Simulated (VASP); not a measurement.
# BiTe (I4mm) in VASP: a series of runs

BiTe is run at these levels: PBE; tasks: single point.

Program: VASP 6.6.1. These are calculated values, not measurements. Logs are shortened: lines on timing, memory, paths and dates and some standing lists are left out, and cuts for length are marked.

## (1) The cell of the first run

It takes space group I4mm (No. 107, tetragonal). Conventional cell: a = 4.598 Å, b = 4.598 Å, c = 6.958 Å, α = 90.00°, β = 90.00°, γ = 90.00°. Within 4.3 Å of Bi (site symmetry 4mm) lie 6 Te at 3.26 to 3.67 Å. Within 4.3 Å of Te (site symmetry 4mm) lie 6 Bi at 3.26 to 3.67 Å.

## (2) Single point, PBE (mode 6 frozen in at -0.108 Å, normal strain along z +0.0700)

Input file INCAR:

```
ALGO = Normal ; EDIFF = 1E-6
ENCUT = 520 ; GGA = PE
ISIF = 2 ; ISMEAR = 0
LASPH = True ; LCHARG = True
LELF = True ; LREAL = False
LVHAR = True ; LWAVE = False
NBANDS = 18 ; NELM = 100
PREC = Accurate ; SIGMA = 0.15
```

Input file KPOINTS:

```
k-points
0
Gamma
  12 12 12
```

Input file POSCAR:

```
BiTe
1.0
    0.0000000000      3.2511939987      3.4787775786
    3.2511939987      0.0000000000      3.4787775786
    3.2511939987      3.2511939987      0.0000000000
Bi Te
1 1
Direct
    0.0101695256      0.0101695256     -0.0101695256
    0.4833445805      0.4833445805      0.5166554195
```

Potentials or basis: VASP PAW PBE potentials, release 64 (Bi_d, Te).

Run with:

```console
> cat potpaw_PBE.64/Bi_d/POTCAR potpaw_PBE.64/Te/POTCAR > POTCAR
> mpirun -np 1 vasp_std > vasp.out
```

OUTCAR:

```text
EDIFF = 1E-6
   ENCUT = 520
   GGA = PE
   ISIF = 2
   ISMEAR = 0
   LASPH = True
   LREAL = False
   NELM = 100
   PREC = Accurate

 ion  position               nearest neighbor table
   1  0.010  0.010  0.990-   2 3.26   2 3.26   2 3.26   2 3.26   2 3.29   2 3.67
   2  0.483  0.483  0.517-   1 3.26   1 3.26   1 3.26   1 3.26   1 3.29   1 3.67

  LATTYP: Found a body centered tetragonal cell.
 ALAT       =     4.5978826469
 C/A-ratio  =     1.5132085117

  Lattice vectors:

 A1 = (  -3.2511939987,   0.0000000000,   3.4787775786)
 A2 = (   3.2511939987,   0.0000000000,   3.4787775786)
 A3 = (   0.0000000000,   3.2511939987,  -3.4787775786)

Analysis of symmetry for initial positions (statically):
=====================================================================
 Subroutine PRICEL returns:
 Original cell was already a primitive cell.

 Routine SETGRP: Setting up the symmetry group for a
 body centered tetragonal supercell.

 Subroutine GETGRP returns: Found  8 space group operations
 (whereof  8 operations were pure point group operations)
 out of a pool of 16 trial point group operations.

The static configuration has the point symmetry C_4v.

Analysis of symmetry for dynamics (positions and initial velocities):
=====================================================================
 Subroutine PRICEL returns:
 Original cell was already a primitive cell.

 Routine SETGRP: Setting up the symmetry group for a
 body centered tetragonal supercell.

 Subroutine GETGRP returns: Found  8 space group operations
 (whereof  8 operations were pure point group operations)
 out of a pool of 16 trial point group operations.

The dynamic configuration has the point symmetry C_4v.

 Subroutine INISYM returns: Found  8 space group operations
 (whereof  8 operations are pure point group operations),
 and found     1 'primitive' translations

----------------------------------------------------------------------------------------

                                     Primitive cell

  volume of cell :      73.5432

  direct lattice vectors                    reciprocal lattice vectors
     0.000000000  3.251193999  3.478777579    -0.153789654  0.153789654  0.143728649
     3.251193999  0.000000000  3.478777579     0.153789654 -0.153789654  0.143728649
     3.251193999  3.251193999  0.000000000     0.153789654  0.153789654 -0.143728649

  length of vectors
     4.761528731  4.761528731  4.597882647     0.260692232  0.260692232  0.260692232

  position of ions in fractional coordinates (direct lattice)
     0.010169526  0.010169526  0.989830474
     0.483344581  0.483344581  0.516655419

  ion indices of the primitive-cell ions
   primitive index   ion index
                 1           1
                 2           2

----------------------------------------------------------------------------------------

 KPOINTS: k-points

Automatic generation of k-mesh.
 Grid dimensions read from file:
 generate k-points for:   12   12   12

 Generating k-lattice:

  Cartesian coordinates                     Fractional coordinates (reciprocal lattice)
    -0.012815804  0.012815804  0.011977387     0.083333333 -0.000000000  0.000000000
     0.012815804 -0.012815804  0.011977387    -0.000000000  0.083333333  0.000000000
     0.012815804  0.012815804 -0.011977387     0.000000000  0.000000000  0.083333333

  Length of vectors
     0.021724353  0.021724353  0.021724353

  Shift w.r.t. Gamma in fractional coordinates (k-lattice)
     0.000000000  0.000000000  0.000000000

 Subroutine IBZKPT returns following result:
 ===========================================

 Found    163 irreducible k-points:

 Following reciprocal coordinates:
            Coordinates               Weight
  0.000000  0.000000  0.000000      1.000000
  0.083333 -0.000000  0.000000      8.000000
  0.166667  0.000000  0.000000      8.000000
  0.250000  0.000000  0.000000      8.000000
  0.333333  0.000000  0.000000      8.000000
  0.416667 -0.000000  0.000000      8.000000
[... 16 lines left out ...]
  0.500000  0.166667  0.000000      8.000000
 -0.416667  0.166667  0.000000      8.000000
 [... further k-points ...]
   k-points           NKPTS =    163   k-points in BZ     NKDIM =    163   number of bands    NBANDS=     18
   number of dos      NEDOS =    301   number of ions     NIONS =      2
   total plane-waves  NPLWV =  46656
   dimension x,y,z NGX =    36 NGY =   36 NGZ =   36
   dimension x,y,z NGXF=    72 NGYF=   72 NGZF=   72
   ions per type =               1   1
   NGX,Y,Z   is equivalent  to a cutoff of  12.57, 12.57, 13.02 a.u.
   NGXF,Y,Z  is equivalent  to a cutoff of  25.14, 25.14, 26.03 a.u.
 SYSTEM =  unknown system
   PREC   = accura    normal or accurate (medium, high low for compatibility)
   ISTART =      0    job   : 0-new  1-cont  2-samecut
   ICHARG =      2    charge: 1-file 2-atom 10-const
   ISPIN  =      1    spin polarized calculation?
   LNONCOLLINEAR =      F non collinear calculations
   LSORBIT =      F    spin-orbit coupling
   LASPH  =      T    aspherical Exc in radial PAW
   ENCUT  =  520.0 eV  38.22 Ry    6.18 a.u.   8.85  8.85  8.55*2*pi/ulx,y,z
   NELM   =    100;   NELMIN=  2; NELMDL= -5     # of ELM steps
   EDIFF  = 0.1E-05   stopping-criterion for ELM
   LREAL  =      F    real-space projection
   EDIFFG = 0.1E-04   stopping-criterion for IOM
   NSW    =      0    number of steps for IOM
   IBRION =     -1    ionic relax: 0-MD 1-quasi-New 2-CG
   NFREE  =      0    steps in history (QN), initial steepest desc. (CG)
   ISIF   =      2    stress and relaxation
   ISYM   =      2    0-nonsym 1-usesym 2-fastsym
   POTIM  = 0.5000    time-step for ionic-motion
   TEBEG  =    0.0;   TEEND  =   0.0 temperature during run
   PSTRESS=    0.0 pullay stress
   NELECT =      21.0000    total number of electrons
   NUPDOWN=      -1.0000    fix difference up-down
   EMIN   =  10.00;   EMAX   =-10.00  energy-range for DOS
   EFERMI =   0.00;   METHOD = LEGACY
   ISMEAR =     0;   SIGMA  =   0.15  broadening in eV -4-tet -1-fermi 0-gaus
   EFERMI_NEDOS =   21; number of points for ismear=-14 and -15
   IALGO  =     38    algorithm
   IMIX   =      4    mixing-type and parameters
     AMIX     =   0.40;   BMIX     =  1.00
     AMIX_MAG =   1.60;   BMIX_MAG =  1.00
  volume/ion in A,a.u.               =      36.77       248.15
  Fermi-wavevector in a.u.,A,eV,Ry     =   1.078037  2.037195 15.812207  1.162164
  Thomas-Fermi vector in A             =   2.213965
   LORBIT       =      0    0 simple, 1 ext, 2 COOP (PROOUT), +10 PAW based schemes
   GGA     = PE    functional components
   LHFCALC =     F    Hartree Fock is set to
   AEXX    =    0.0000 exact exchange contribution
   IVDW    =     0    specifies the selected vdW correction
   LEPSILON=     F    determine dielectric tensor
   LRPA    =     F    only Hartree local field effects (RPA)
 non-spin polarized calculation
 Gauss-broadening in eV      SIGMA  =   0.15
  energy-cutoff  :      520.00
  volume of cell :       73.54
 maximum number of plane-waves:      2028
   NGX = 17   NGY = 17   NGZ = 17

 number of electron      21.0000000 magnetization

 Free energy of the ion-electron system (eV)
  ---------------------------------------------------
  ext. energy  EPLUGINS =         0.00000000
  ---------------------------------------------------
  free energy    TOTEN  =        -7.09106211 eV

  energy without entropy =       -7.07156839  energy(sigma->0) =       -7.08131525

 E-fermi :   5.7272     XC(G=0):  -9.0606

 val. band max:        5.7208781273   @ k =  -0.3333  -0.0000   0.1667
 cond. band min:       5.7438060714   @ k =  -0.2500   0.0833   0.0000
 fundamental gap:      0.0229279441
 Fermi energy:         5.7272109890

 k-point     1 :       0.0000    0.0000    0.0000
  band No.  band energies     occupation
      1     -17.4500      2.00000
      2     -17.4494      2.00000
      3     -17.4363      2.00000
      4     -17.4363      2.00000
      5     -17.4339      2.00000
      6      -7.3491      2.00000
[... 10 lines left out ...]
     17      10.9055      0.00000
     18      12.4451      0.00000

 k-point     2 :       0.0833   -0.0000    0.0000
  band No.  band energies     occupation
      1     -17.4497      2.00000
      2     -17.4497      2.00000
      3     -17.4363      2.00000
      4     -17.4361      2.00000
      5     -17.4339      2.00000
      6      -7.2936      2.00000
[... 10 lines left out ...]
     17      11.2487      0.00000
     18      12.8433      0.00000

 k-point     3 :       0.1667    0.0000    0.0000
  band No.  band energies     occupation
      1     -17.4504      2.00000
      2     -17.4489      2.00000
      3     -17.4362      2.00000
      4     -17.4355      2.00000
      5     -17.4337      2.00000
      6      -7.1283      2.00000
[... 10 lines left out ...]
     17      12.0862      0.00000
     18      13.7450      0.00000

 k-point     4 :       0.2500    0.0000    0.0000
  band No.  band energies     occupation
      1     -17.4513      2.00000
      2     -17.4480      2.00000
      3     -17.4362      2.00000
      4     -17.4347      2.00000
      5     -17.4332      2.00000
      6      -6.8575      2.00000
[... 375 lines left out ...]
      4     -17.4331      2.00000
      5     -17.4326      2.00000
      6      -6.3435      2.00000
[... 10 lines left out ...]
     17      14.2506      0.00000
     18      15.2209      0.00000

 k-point    23 :       0.5000    0.1667    0.0000
  band No.  band energies     occupation
      1     -17.4517      2.00000
      2     -17.4477      2.00000
      3     -17.4362      2.00000
      4     -17.4329      2.00000
      5     -17.4324      2.00000
      6      -5.9313      2.00000
[... 10 lines left out ...]
     17      14.0129      0.00000
     18      14.9186      0.00000

 k-point    24 :      -0.4167    0.1667    0.0000
  band No.  band energies     occupation
      1     -17.4526      2.00000
      2     -17.4470      2.00000
      3     -17.4358      2.00000
      4     -17.4327      2.00000
      5     -17.4326      2.00000
      6      -5.5892      2.00000
[... 10 lines left out ...]
     17      14.2711      0.00000
     18      15.8472      0.00000

 [... further k-points ...]

------------------------ aborting loop because EDIFF is reached ----------------------------------------

  FORCE on cell =-STRESS in cart. coord.  units (eV):
  Direction    XX          YY          ZZ          XY          YZ          ZX
  --------------------------------------------------------------------------------------
  -------------------------------------------------------------------------------------
  Total       -0.4791802     -0.4791802     -1.8942851      0.0000000      0.0000000      0.0000000
  in kB      -10.4391943    -10.4391943    -41.2680064      0.0000000      0.0000000      0.0000000
  external PRESSURE =     -20.7154650 kB  Pullay stress =       0.0000000 kB

 VOLUME and BASIS-vectors are now :
 -----------------------------------------------------------------------------
  energy-cutoff  :      520.00
  volume of cell :       73.54
      direct lattice vectors                 reciprocal lattice vectors
     0.000000000  3.251193999  3.478777579    -0.153789654  0.153789654  0.143728649
     3.251193999  0.000000000  3.478777579     0.153789654 -0.153789654  0.143728649
     3.251193999  3.251193999  0.000000000     0.153789654  0.153789654 -0.143728649

 POSITION                                       TOTAL-FORCE (eV/Angst)
 -----------------------------------------------------------------------------------
      3.25119      3.25119      0.07076         0.000000      0.000000     -0.114826
      3.25119      3.25119      3.36290         0.000000      0.000000      0.114826
 -----------------------------------------------------------------------------------
    total drift:                                0.000000      0.000000      0.000554

  FREE ENERGIE OF THE ION-ELECTRON SYSTEM (eV)
  ---------------------------------------------------
  free  energy   TOTEN  =        -7.0910621059 eV

  energy  without entropy=       -7.0715683874  energy(sigma->0) =       -7.08131525
```

Run time: 2.1 min. Hardware: 1 thread of AMD EPYC 9R45 (Zen 5), shared host; peak memory 0.33 GiB.

Results:

| Property | Result |
| --- | --- |
| Free energy | -7.0911 eV |
| Pressure | -2.1 GPa |
| Largest force | 0.115 eV/Å |

Forces on the atoms (eV/Å):
```
Bi   0.000  0.000 -0.115
Te   0.000  0.000  0.115
```

Caveat: the cell differs from its parent crystal (mode 6 frozen in at -0.108 Å, normal strain along z +0.0700); spin-orbit coupling is left out, which moves the levels of the heavy elements.

(Part 1 of 2 ends here.)
